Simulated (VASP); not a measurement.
Crystal: Sb.

```xyz
1
Lattice="3.1600 0.0000 0.0000 0.0000 3.1600 0.0000 0.0000 0.0000 3.1600" Properties=species:S:1:pos:R:3 pbc="T T T"
Sb    0.0000    0.0000    0.0000
```

* Program: VASP 6.6.1
* Task: relaxation of cell and atoms
* Functional: HF
* Potentials or basis: VASP PAW PBE potentials, release 64 (Sb_d_GW)
* Cutoff: 500 eV
* k mesh: 4 × 4 × 4
* Occupations: fermi-dirac, width 0.05 eV
* Spin: no spin polarisation

At the start: pressure -4.5 GPa; volume 31.55 Å³/atom.

How do energy, volume and symmetry change on relaxing?

Over 3 steps the energy falls by 36.0 meV/atom and the volume is 29.17 Å³/atom (-7.5 %); space group Pm-3m (No. 221, to 0.05 Å).

The path:
| step | energy change (eV) | largest force (eV/Å) | pressure (GPa) | volume (Å³) |
| --- | --- | --- | --- | --- |
| 1 | 0.0000 | 0.0000 | -4.48 | 31.55 |
| 2 | -0.0181 | 0.0000 | 4.29 | 27.70 |
| 3 | -0.0360 | 0.0000 | -0.01 | 29.17 |

Final structure:
```cif
data_structure
_symmetry_space_group_name_H-M 'P 1'
_symmetry_Int_Tables_number 1
_cell_length_a 3.0785
_cell_length_b 3.0785
_cell_length_c 3.0785
_cell_angle_alpha 90.000
_cell_angle_beta 90.000
_cell_angle_gamma 90.000
_cell_volume 29.17
loop_
_atom_site_label
_atom_site_type_symbol
_atom_site_fract_x
_atom_site_fract_y
_atom_site_fract_z
_atom_site_occupancy
Sb1 Sb 0.00000 0.00000 0.00000 1
```

Caveat: the k points lie up to 0.51 Å⁻¹ apart in the final cell; the PAW data sets were made with another functional, which shifts forces and pressure a little.
